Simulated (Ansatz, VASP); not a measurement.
**BN in VASP and in Ansatz**

```
B N
1.0
     0.00000    1.79402    1.79402
     1.79402    0.00000    1.79402
     1.79402    1.79402    0.00000
B N
1 1
Cartesian
  0.0000 0.0000 0.0000
  2.6910 2.6910 2.6910
```

Alike in both runs: task single point; functional PBE; k mesh 12 × 12 × 12; occupations gaussian, width 0.02 eV; no spin polarisation.

```csv
,VASP,Ansatz
version,VASP 6.6.1,Ansatz 0.2.0
potentials or method,"VASP PAW PBE potentials, release 64 (B, N), cutoff 600 eV","scalar-relativistic, plane waves, PAW"
valence electrons in the cell,8,8
```

```csv
,VASP,Ansatz,Ansatz less VASP
gap on the k mesh at the Fermi level (eV),4.48,4.49,+0.010
least direct gap on the mesh (eV),8.93,8.94,+0.009
pressure (GPa),12.0,12.0,-0.06
```
